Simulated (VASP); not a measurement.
Input of a VASP 6.6.1 run:

INCAR

```
SYSTEM = Pd
  PREC = Accurate
  ENCUT = 520
  EDIFF = 1E-7
  ISMEAR = -1
  SIGMA = 0.05
  LREAL = .FALSE.
  LASPH = .TRUE.
  NELM = 60
  ALGO = Normal
  ISIF = 2
  LWAVE = .FALSE.
  LCHARG = .TRUE.
  GGA = PE
  LELF = .TRUE.
  LVHAR = .TRUE.
  NBANDS = 11
```

Contents of KPOINTS:

```
Automatic mesh
0
G
  19 19 19
  0 0 0
```

File POSCAR:

```
Pd
1.0
   -1.3941711457      1.3941711457      1.3941711457
    1.3941711457     -1.3941711457      1.3941711457
    1.3941711457      1.3941711457     -1.3941711457
Pd
1
Direct
    0.0000000000      0.0000000000      0.0000000000
```

Potentials or basis: VASP PAW PBE potentials, release 64 (Pd).

Command:

```bash
$ cat potpaw_PBE.64/Pd/POTCAR > POTCAR
$ mpirun -np 1 vasp_std > vasp.out
```

Task: What does it give for the pressure?

Result: 149.2 GPa.

Task: What does it give for the band gap on the k mesh?

Result: Zero (band 5 reaches 17.02 eV, above the bottom of band 6 at 14.19 eV).
